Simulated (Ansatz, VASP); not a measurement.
SiO2: VASP beside Ansatz

Contents of INCAR:

```
  PREC = Accurate
  ENCUT = 600
  EDIFF = 1E-7
  ISMEAR = 0
  SIGMA = 0.02
  LREAL = False
  LASPH = True
  NELM = 60
  ALGO = Normal
  ISIF = 3
  LWAVE = False
  LCHARG = False
  GGA = PE
  IVDW = 12
  IBRION = 2
  NSW = 70
  EDIFFG = -0.005
```

KPOINTS

```
regular mesh
0
Gamma
  6 6 6
```

POSCAR

```
SiO2
1.0
    0.0000000000      3.7303723276      3.7303723276
    3.7303723276      0.0000000000      3.7303723276
    3.7303723276      3.7303723276      0.0000000000
Si O
2 4
Direct
    0.5000000000      0.5000000000      0.5000000000
    0.7500000000      0.7500000000      0.7500000000
    0.6250000000      0.6250000000      0.6250000000
    0.1250000000      0.6250000000      0.6250000000
    0.6250000000      0.6250000000      0.1250000000
    0.6250000000      0.1250000000      0.6250000000
```

Input for Ansatz:

```yaml
crystal:
  lattice:
    - [0.0, 3.7303723276, 3.7303723276]
    - [3.7303723276, 0.0, 3.7303723276]
    - [3.7303723276, 3.7303723276, 0.0]
  atoms:
    - { symbol: Si, position: [0.5, 0.5, 0.5] }
    - { symbol: Si, position: [0.75, 0.75, 0.75] }
    - { symbol: O, position: [0.625, 0.625, 0.625] }
    - { symbol: O, position: [0.125, 0.625, 0.625] }
    - { symbol: O, position: [0.625, 0.625, 0.125] }
    - { symbol: O, position: [0.625, 0.125, 0.625] }
basis:
  ecutwfc: 420
kpoints:
  mp_grid: { grid: [6, 6, 6] }
hamiltonian:
  xc: pbe
  dispersion: d3bj
scf:
  occupations: { method: gaussian, width: 0.02 }
output:
  forces: true
  stress: true
  eigenvalues: true
relax:
  adjacent_minimum: "off"
  f_tol: 0.005
  max_steps: 50
  cell: { stress_tol: 0.05 }
```

Alike in both runs: task relaxation of cell and atoms; functional PBE; dispersion D3(BJ); k mesh 6 × 6 × 6; occupations gaussian, width 0.02 eV; no spin polarisation.

```csv
,VASP,Ansatz
version,VASP 6.6.1,Ansatz 0.2.0
potentials or method,"VASP PAW PBE potentials, release 64 (Si, O), cutoff 600 eV","scalar-relativistic, plane waves, PAW"
valence electrons in the cell,32,32
```

```tsv
	VASP	Ansatz	Ansatz less VASP
gap on the k mesh at the Fermi level, each at its own relaxed structure (eV)	5.40	5.40	-0.005
relaxed volume (Å³/atom)	17.17	17.19	+0.025
relaxed cell length with the largest relative difference (Å)	5.262	5.264	+0.0025
```
